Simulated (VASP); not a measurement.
Crystal: Co.

```
CELL_PARAMETERS angstrom
2.48736 0.00000 0.00000
-1.24368 2.15412 0.00000
0.00000 0.00000 4.06329
ATOMIC_POSITIONS crystal
Co 0.33333 0.66667 0.74014
Co 0.66667 0.33333 0.25986
```

Program: VASP 6.6.1. Alike in all runs: task single point; cell as given; cutoff (eV) 520; smearing fermi-dirac 0.05 eV.

Order these runs on this cell by their pressure, lowest first.
A. level PBE; potentials or basis VASP PAW PBE potentials, release 64 (Co); spin collinear, ferrimagnetic start; k mesh 12 × 12 × 7
B. level PBE; potentials or basis VASP PAW PBE potentials, release 64 (Co); spin non-collinear, typed start; k mesh 9 × 9 × 5
C. level PBE; potentials or basis VASP PAW PBE potentials, release 64 (Co); spin off; k mesh 12 × 12 × 7
D. level revPBE; potentials or basis VASP PAW PBE potentials, release 64 (Co); spin collinear, ferromagnetic start; k mesh 12 × 12 × 7
E. level LDA; potentials or basis VASP PAW LDA potentials, release 64 (Co); spin collinear, ferromagnetic start; k mesh 12 × 12 × 7

E (-18.8 GPa), C (-11.3 GPa), A (-6.5 GPa), B (-1.3 GPa), D (4.3 GPa).

Caveats: the PAW data sets were made with another functional, which shifts forces and pressure a little (some runs).
